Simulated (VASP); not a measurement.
# C (Fm-3m) in VASP: a series of runs

Runs on C. Level: PBEsol. Tasks: single point.

All numbers are computed with VASP 6.6.1; they aren't measurements. Logs are shortened: lines on timing, memory, paths and dates and some standing lists are left out, and cuts for length are marked.

## (1) The cell of the first run

It takes space group Fm-3m (No. 225, cubic). The conventional cell has a = 2.328 Å, b = 2.328 Å, c = 2.328 Å, α = 90.00°, β = 90.00°, γ = 90.00°. C (site symmetry m-3m) has 12 C at 1.65 Å within 2.2 Å.

## (2) Single point, PBEsol (volume scaled by 0.45)

INCAR

```
SYSTEM = C
PREC = Accurate
ENCUT = 520
EDIFF = 1E-6
ISMEAR = -1
SIGMA = 0.08
LREAL = .FALSE.
LASPH = .TRUE.
NELM = 80
ALGO = Normal
ISIF = 2
LWAVE = .FALSE.
LCHARG = .FALSE.
GGA = PS
NBANDS = 8
```

KPOINTS

```
regular mesh
0
G
  24 24 24
  0 0 0
```

POSCAR

```
C
1.0
    0.0000000000      1.1638176674      1.1638176674
    1.1638176674      0.0000000000      1.1638176674
    1.1638176674      1.1638176674      0.0000000000
C
1
Direct
    0.0000000000      0.0000000000      0.0000000000
```

Potentials or basis: VASP PAW PBE potentials, release 64 (C).

Launch:

```
> cat potpaw_PBE.64/C/POTCAR > POTCAR
> mpirun -np 1 vasp_std > vasp.out
```

OUTCAR:

```text
SYSTEM = C
   PREC = Accurate
   ENCUT = 520
   EDIFF = 1E-6
   ISMEAR = -1
   LREAL = .FALSE.
   LASPH = .TRUE.
   NELM = 80
   ISIF = 2
   GGA = PS

 ion  position               nearest neighbor table
   1  0.000  0.000  0.000-

  LATTYP: Found a face centered cubic cell.
 ALAT       =     2.3276353348

  Lattice vectors:

 A1 = (   0.0000000000,   1.1638176674,   1.1638176674)
 A2 = (   1.1638176674,   0.0000000000,   1.1638176674)
 A3 = (   1.1638176674,   1.1638176674,   0.0000000000)

Analysis of symmetry for initial positions (statically):
=====================================================================
 Subroutine PRICEL returns:
 Original cell was already a primitive cell.

 Routine SETGRP: Setting up the symmetry group for a
 face centered cubic supercell.

 Subroutine GETGRP returns: Found 48 space group operations
 (whereof 48 operations were pure point group operations)
 out of a pool of 48 trial point group operations.

The static configuration has the point symmetry O_h .

Analysis of symmetry for dynamics (positions and initial velocities):
=====================================================================
 Subroutine PRICEL returns:
 Original cell was already a primitive cell.

 Routine SETGRP: Setting up the symmetry group for a
 face centered cubic supercell.

 Subroutine GETGRP returns: Found 48 space group operations
 (whereof 48 operations were pure point group operations)
 out of a pool of 48 trial point group operations.

The dynamic configuration has the point symmetry O_h .

 Subroutine INISYM returns: Found 48 space group operations
 (whereof 48 operations are pure point group operations),
 and found     1 'primitive' translations

----------------------------------------------------------------------------------------

                                     Primitive cell

  volume of cell :       3.1527

  direct lattice vectors                    reciprocal lattice vectors
     0.000000000  1.163817667  1.163817667    -0.429620562  0.429620562  0.429620562
     1.163817667  0.000000000  1.163817667     0.429620562 -0.429620562  0.429620562
     1.163817667  1.163817667  0.000000000     0.429620562  0.429620562 -0.429620562

  length of vectors
     1.645886729  1.645886729  1.645886729     0.744124641  0.744124641  0.744124641

  position of ions in fractional coordinates (direct lattice)
     0.000000000  0.000000000  0.000000000

  ion indices of the primitive-cell ions
   primitive index   ion index
                 1           1

----------------------------------------------------------------------------------------

 KPOINTS: regular mesh

Automatic generation of k-mesh.
 Grid dimensions read from file:
 generate k-points for:   24   24   24

 Generating k-lattice:

  Cartesian coordinates                     Fractional coordinates (reciprocal lattice)
    -0.017900857  0.017900857  0.017900857     0.041666667  0.000000000  0.000000000
     0.017900857 -0.017900857  0.017900857     0.000000000  0.041666667  0.000000000
     0.017900857  0.017900857 -0.017900857     0.000000000  0.000000000  0.041666667

  Length of vectors
     0.031005193  0.031005193  0.031005193

  Shift w.r.t. Gamma in fractional coordinates (k-lattice)
     0.000000000  0.000000000  0.000000000

 Subroutine IBZKPT returns following result:
 ===========================================

 Found    413 irreducible k-points:

 Following reciprocal coordinates:
            Coordinates               Weight
  0.000000  0.000000  0.000000      1.000000
  0.041667  0.000000  0.000000      8.000000
  0.083333  0.000000  0.000000      8.000000
  0.125000  0.000000  0.000000      8.000000
  0.166667  0.000000  0.000000      8.000000
  0.208333  0.000000  0.000000      8.000000
[... 16 lines left out ...]
  0.416667  0.041667  0.000000     24.000000
  0.458333  0.041667  0.000000     24.000000
 [... further k-points ...]
   k-points           NKPTS =    413   k-points in BZ     NKDIM =    413   number of bands    NBANDS=      8
   number of dos      NEDOS =    301   number of ions     NIONS =      1
   total plane-waves  NPLWV =   1728
   dimension x,y,z NGX =    12 NGY =   12 NGZ =   12
   dimension x,y,z NGXF=    24 NGYF=   24 NGZF=   24
   ions per type =               1
   NGX,Y,Z   is equivalent  to a cutoff of  12.12, 12.12, 12.12 a.u.
   NGXF,Y,Z  is equivalent  to a cutoff of  24.24, 24.24, 24.24 a.u.
 SYSTEM =  C
   PREC   = accura    normal or accurate (medium, high low for compatibility)
   ISTART =      0    job   : 0-new  1-cont  2-samecut
   ICHARG =      2    charge: 1-file 2-atom 10-const
   ISPIN  =      1    spin polarized calculation?
   LNONCOLLINEAR =      F non collinear calculations
   LSORBIT =      F    spin-orbit coupling
   LASPH  =      T    aspherical Exc in radial PAW
   ENCUT  =  520.0 eV  38.22 Ry    6.18 a.u.   3.06  3.06  3.06*2*pi/ulx,y,z
   NELM   =     80;   NELMIN=  2; NELMDL= -5     # of ELM steps
   EDIFF  = 0.1E-05   stopping-criterion for ELM
   LREAL  =      F    real-space projection
   EDIFFG = 0.1E-04   stopping-criterion for IOM
   NSW    =      0    number of steps for IOM
   IBRION =     -1    ionic relax: 0-MD 1-quasi-New 2-CG
   NFREE  =      0    steps in history (QN), initial steepest desc. (CG)
   ISIF   =      2    stress and relaxation
   ISYM   =      2    0-nonsym 1-usesym 2-fastsym
   POTIM  = 0.5000    time-step for ionic-motion
   TEBEG  =    0.0;   TEEND  =   0.0 temperature during run
   PSTRESS=    0.0 pullay stress
   NELECT =       4.0000    total number of electrons
   NUPDOWN=      -1.0000    fix difference up-down
   EMIN   =  10.00;   EMAX   =-10.00  energy-range for DOS
   EFERMI =   0.00;   METHOD = LEGACY
   ISMEAR =    -1;   SIGMA  =   0.08  broadening in eV -4-tet -1-fermi 0-gaus
   EFERMI_NEDOS =   21; number of points for ismear=-14 and -15
   IALGO  =     38    algorithm
   IMIX   =      4    mixing-type and parameters
     AMIX     =   0.40;   BMIX     =  1.00
     AMIX_MAG =   1.60;   BMIX_MAG =  1.00
  volume/ion in A,a.u.               =       3.15        21.28
  Fermi-wavevector in a.u.,A,eV,Ry     =   1.772284  3.349130 42.735752  3.140989
  Thomas-Fermi vector in A             =   2.838707
   LORBIT       =      0    0 simple, 1 ext, 2 COOP (PROOUT), +10 PAW based schemes
   GGA     = PS    functional components
   LHFCALC =     F    Hartree Fock is set to
   AEXX    =    0.0000 exact exchange contribution
   IVDW    =     0    specifies the selected vdW correction
   LEPSILON=     F    determine dielectric tensor
   LRPA    =     F    only Hartree local field effects (RPA)
 non-spin polarized calculation
  energy-cutoff  :      520.00
  volume of cell :        3.15
 maximum number of plane-waves:        92
   NGX =  5   NGY =  5   NGZ =  5

 number of electron       4.0000000 magnetization

 Free energy of the ion-electron system (eV)
  ---------------------------------------------------
  ext. energy  EPLUGINS =         0.00000000
  ---------------------------------------------------
  free energy    TOTEN  =        -1.54340088 eV

  energy without entropy =       -1.53911956  energy(sigma->0) =       -1.54126022

 E-fermi :  24.3125     XC(G=0): -17.0959

 val. band max:       24.2780905646   @ k =  -0.4583   0.4583   0.0417
 cond. band min:      24.3272567490   @ k =  -0.3333   0.2917   0.0417
 fundamental gap:      0.0491661843
 Fermi energy:        24.3125242411

 k-point     1 :       0.0000    0.0000    0.0000
  band No.  band energies     occupation
      1     -10.6460      2.00000
      2      40.9279      0.00000
      3      40.9279      0.00000
      4      40.9279      0.00000
      5      67.7708      0.00000
      6      67.7708      0.00000
      7      67.7708      0.00000
      8      73.6237      0.00000

 k-point     2 :       0.0417    0.0000    0.0000
  band No.  band energies     occupation
      1     -10.5336      2.00000
      2      40.4028      0.00000
      3      40.8135      0.00000
      4      40.8135      0.00000
      5      66.2906      0.00000
      6      68.0262      0.00000
      7      68.0262      0.00000
      8      75.8471      0.00000

 k-point     3 :       0.0833    0.0000    0.0000
  band No.  band energies     occupation
      1     -10.1954      2.00000
      2      38.9029      0.00000
      3      40.5025      0.00000
      4      40.5025      0.00000
      5      64.2893      0.00000
      6      68.7205      0.00000
      7      68.7205      0.00000
      8      79.6471      0.00000

 k-point     4 :       0.1250    0.0000    0.0000
  band No.  band energies     occupation
      1      -9.6327      2.00000
      2      36.5294      0.00000
      3      40.0376      0.00000
      4      40.0377      0.00000
      5      63.0281      0.00000
      6      69.5991      0.00000
      7      69.5991      0.00000
      8      78.7631      0.00000

 k-point     5 :       0.1667    0.0000    0.0000
  band No.  band energies     occupation
      1      -8.8449      2.00000
      2      33.5237      0.00000
      3      39.4890      0.00000
      4      39.4890      0.00000
      5      62.5952      0.00000
      6      70.1372      0.00000
      7      70.1372      0.00000
      8      76.3618      0.00000
[... 177 lines left out ...]
 k-point    22 :       0.3750    0.0417    0.0000
  band No.  band energies     occupation
      1      -2.2219      2.00000
      2      17.4038      2.00000
      3      36.3354      0.00000
      4      37.5013      0.00000
      5      61.6934      0.00000
      6      65.9377      0.00000
      7      67.1578      0.00000
      8      70.8970      0.00000

 k-point    23 :       0.4167    0.0417    0.0000
  band No.  band energies     occupation
      1      -0.3290      2.00000
      2      14.3085      2.00000
      3      36.2167      0.00000
      4      37.0392      0.00000
      5      60.9224      0.00000
      6      64.7901      0.00000
      7      68.5089      0.00000
      8      70.0733      0.00000

 k-point    24 :       0.4583    0.0417    0.0000
  band No.  band energies     occupation
      1       1.5354      2.00000
      2      11.6537      2.00000
      3      36.2222      0.00000
      4      36.6518      0.00000
      5      60.4691      0.00000
      6      63.9387      0.00000
      7      69.5200      0.00000
      8      69.6568      0.00000

 [... further k-points ...]
[... 5 lines left out ...]
  --------------------------------------------------------------------------------------
  -------------------------------------------------------------------------------------
  Total       11.1608431     11.1608431     11.1608431      0.0000000     -0.0000000      0.0000000
  in kB     5671.8241048   5671.8241048   5671.8241048      0.0000000     -0.0000000      0.0000000
  external PRESSURE =    5671.8241048 kB  Pullay stress =       0.0000000 kB

 VOLUME and BASIS-vectors are now :
 -----------------------------------------------------------------------------
  energy-cutoff  :      520.00
  volume of cell :        3.15
      direct lattice vectors                 reciprocal lattice vectors
     0.000000000  1.163817667  1.163817667    -0.429620562  0.429620562  0.429620562
     1.163817667  0.000000000  1.163817667     0.429620562 -0.429620562  0.429620562
     1.163817667  1.163817667  0.000000000     0.429620562  0.429620562 -0.429620562

 POSITION                                       TOTAL-FORCE (eV/Angst)
 -----------------------------------------------------------------------------------
      0.00000      0.00000      0.00000        -0.000000      0.000000      0.000000
 -----------------------------------------------------------------------------------
    total drift:                               -0.000000      0.000000     -0.000000

  FREE ENERGIE OF THE ION-ELECTRON SYSTEM (eV)
  ---------------------------------------------------
  free  energy   TOTEN  =        -1.5434008789 eV

  energy  without entropy=       -1.5391195561  energy(sigma->0) =       -1.54126022
```

Run time: 5 s. Hardware: 1 thread of Intel Xeon Platinum 8259CL at 2.50GHz (Skylake/Cascade Lake), shared host; peak memory 0.1 GiB.

What came out:

```yaml
Free_energy: -1.5434 eV
Pressure: 567.2 GPa
Band_gap_on_the_k_mesh: zero (band 2 reaches 40.93 eV, above the bottom of band 3 at 18.12 eV)
```

Levels at points of the mesh, in eV from the Fermi level:
| k point | band 1 | band 2 | band 3 | band 4 | band 5 | band 6 |
| --- | --- | --- | --- | --- | --- | --- |
| (0.00, 0.00, 0.00) | -34.96 | 16.62 | 16.62 | 16.62 | 43.46 | 43.46 |
| (0.50, 0.00, 0.00) | -21.49 | -14.51 | 12.33 | 12.33 | 38.56 | 38.56 |
| (0.50, 0.50, 0.00) | -17.35 | -6.37 | 2.28 | 2.28 | 18.54 | 24.71 |

Caveat: the PAW data sets were made with another functional, which shifts forces and pressure a little.

## (3) Single point, PBEsol (volume scaled by 0.45)

INCAR

```
PREC     = Accurate       # precision mode
ENCUT    = 520            # plane-wave cutoff, eV
EDIFF    = 1E-6           # SCF threshold, eV
ISMEAR   = -1             # smearing method
SIGMA    = 0.08           # smearing width, eV
LREAL    = False          # projectors in reciprocal space
LASPH    = True           # aspherical terms in the spheres
NELM     = 60             # most SCF steps
ALGO     = Normal         # electronic algorithm
ISIF     = 2              # what is computed and relaxed
LWAVE    = False          # write WAVECAR
LCHARG   = True           # write CHGCAR
GGA      = PS             # functional
LELF     = True           # ELF
LVHAR    = True         
NBANDS   = 8              # bands
```

KPOINTS

```
regular mesh
0
Gamma
  24 24 24
```

POSCAR is that of step 2.

Potentials or basis: VASP PAW PBE potentials, release 64 (C).

Launch:

```
> cat potpaw_PBE.64/C/POTCAR > POTCAR
> mpirun -np 1 vasp_std > vasp.out
```

OUTCAR:

```text
PREC = Accurate
   ENCUT = 520
   EDIFF = 1E-6
   ISMEAR = -1
   LREAL = False
   LASPH = True
   NELM = 60
   ISIF = 2
   GGA = PS

 ion  position               nearest neighbor table
   1  0.000  0.000  0.000-

  LATTYP: Found a face centered cubic cell.
 ALAT       =     2.3276353348

  Lattice vectors:

 A1 = (   0.0000000000,   1.1638176674,   1.1638176674)
 A2 = (   1.1638176674,   0.0000000000,   1.1638176674)
[... 189 lines left out ...]
      8      73.6237      0.00000
[... 243 lines left out ...]
 k-point    24 :       0.4583    0.0417    0.0000
  band No.  band energies     occupation
      1       1.5354      2.00000
      2      11.6537      2.00000
      3      36.2222      0.00000
      4      36.6518      0.00000
      5      60.4691      0.00000
      6      63.9387      0.00000
      7      69.5200      0.00000
      8      69.6568      0.00000

 [... further k-points ...]
[... 5 lines left out ...]
  --------------------------------------------------------------------------------------
  -------------------------------------------------------------------------------------
  Total       11.1608431     11.1608431     11.1608431      0.0000000     -0.0000000      0.0000000
  in kB     5671.8241048   5671.8241048   5671.8241048      0.0000000     -0.0000000      0.0000000
  external PRESSURE =    5671.8241048 kB  Pullay stress =       0.0000000 kB

 VOLUME and BASIS-vectors are now :
 -----------------------------------------------------------------------------
  energy-cutoff  :      520.00
  volume of cell :        3.15
      direct lattice vectors                 reciprocal lattice vectors
     0.000000000  1.163817667  1.163817667    -0.429620562  0.429620562  0.429620562
     1.163817667  0.000000000  1.163817667     0.429620562 -0.429620562  0.429620562
     1.163817667  1.163817667  0.000000000     0.429620562  0.429620562 -0.429620562

 POSITION                                       TOTAL-FORCE (eV/Angst)
 -----------------------------------------------------------------------------------
      0.00000      0.00000      0.00000        -0.000000      0.000000      0.000000
 -----------------------------------------------------------------------------------
    total drift:                               -0.000000      0.000000     -0.000000

  FREE ENERGIE OF THE ION-ELECTRON SYSTEM (eV)
  ---------------------------------------------------
  free  energy   TOTEN  =        -1.5434008789 eV

  energy  without entropy=       -1.5391195561  energy(sigma->0) =       -1.54126022
```

OSZICAR:

```text
N       E                     dE             d eps       ncg     rms          rms(c)
DAV:   1    -0.572588976640E+00   -0.57259E+00   -0.30723E+03  7856   0.536E+02
DAV:   2    -0.157109566534E+01   -0.99851E+00   -0.96983E+00  8584   0.268E+01
DAV:   3    -0.157174571339E+01   -0.65005E-03   -0.64995E-03  7768   0.636E-01
DAV:   4    -0.157174573358E+01   -0.20183E-07   -0.18941E-07  8984   0.262E-03
DAV:   5    -0.157174573200E+01    0.15735E-08   -0.12978E-12  7688   0.497E-06    0.416E+00
DAV:   6    -0.155199896538E+01    0.19747E-01   -0.63813E-03  7312   0.624E-01    0.251E+00
DAV:   7    -0.154342970175E+01    0.85693E-02   -0.95506E-03  7568   0.778E-01    0.147E-01
DAV:   8    -0.154340151680E+01    0.28185E-04   -0.40694E-05  6824   0.523E-02    0.135E-02
DAV:   9    -0.154340087888E+01    0.63792E-06   -0.15304E-06  7656   0.964E-03
   1 F= -.15434009E+01 E0= -.15412602E+01  d E =-.428132E-02
```

It took 5.9 s on 1 thread of Intel Xeon Platinum 8259CL at 2.50GHz (Skylake/Cascade Lake), shared host; peak memory 0.11 GiB.

What came out:

| Property | Result |
| --- | --- |
| Free energy | -1.5434 eV |
| Pressure | 567.2 GPa |
| Band gap on the k mesh | zero (band 2 reaches 40.93 eV, above the bottom of band 3 at 18.12 eV) |

Caveat: the PAW data sets were made with another functional, which shifts forces and pressure a little.

(Part 1 of 2 ends here.)
